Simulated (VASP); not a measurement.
Write the native input for VASP 6.6.1 that does the following.

```
Task                   : single point
Functional             : BLYP
Potentials or basis    : VASP PAW PBE potentials, release 64 (Mo_sv)
Cutoff                 : 520 eV
k mesh                 : 8 × 8 × 8
Occupations            : fermi-dirac, width 0.05 eV
Spin                   : non-collinear spin, zero start, spin-orbit coupling
Starting moments       : [[0.0, 0.0, 0.0]] μB
Dipole correction      : no
Further INCAR settings : ALGO = Normal; EDIFF = 1e-07; NBANDS = 25
```

The structure of Mo lies in POSCAR:

```
Mo
1.0
    0.0000000000      2.0415161987      2.0415161987
    2.0415161987      0.0000000000      2.0415161987
    2.0415161987      2.0415161987      0.0000000000
Mo
1
Direct
    0.0000000000      0.0000000000      0.0000000000
```

This cell differs from its parent crystal: volume scaled by 1.04.

One way to write it, as run:

INCAR

```
PREC = Accurate ; ENCUT = 520
EDIFF = 1E-7 ; ISMEAR = -1
SIGMA = 0.05 ; LREAL = F
LASPH = T ; NELM = 150
ALGO = Normal ; ISIF = 2
LWAVE = F ; LCHARG = T
MAGMOM = 0 0 0 ; LORBIT = 11
LSORBIT = T ; GGA_COMPAT = F
LORBMOM = T ; LMAXMIX = 4
GGA = B5 ; ALDAX = 1.0
AGGAX = 1.0 ; AGGAC = 1.0
ALDAC = 0.0 ; LVHAR = T
NBANDS = 25
```

KPOINTS

```
regular mesh
0
Gamma
  8 8 8
```

Potentials or basis: VASP PAW PBE potentials, release 64 (Mo_sv).

Launch:

```console
$ cat potpaw_PBE.64/Mo_sv/POTCAR > POTCAR
$ mpirun -np 1 vasp_ncl > vasp.out
```

It gave:

- Pressure: -3.6 GPa
- Net moment: 0.00 μB per cell
- Valence electrons inside the program's atomic spheres: Mo 12.43

Caveat: the PAW data sets were made with another functional, which shifts forces and pressure a little.

Run time: 29 s on 1 thread of Intel(R) Xeon(R) Platinum 8259CL CPU @ 2.50GHz (Skylake/Cascade Lake), on a shared host, peak memory 0.19 GiB.
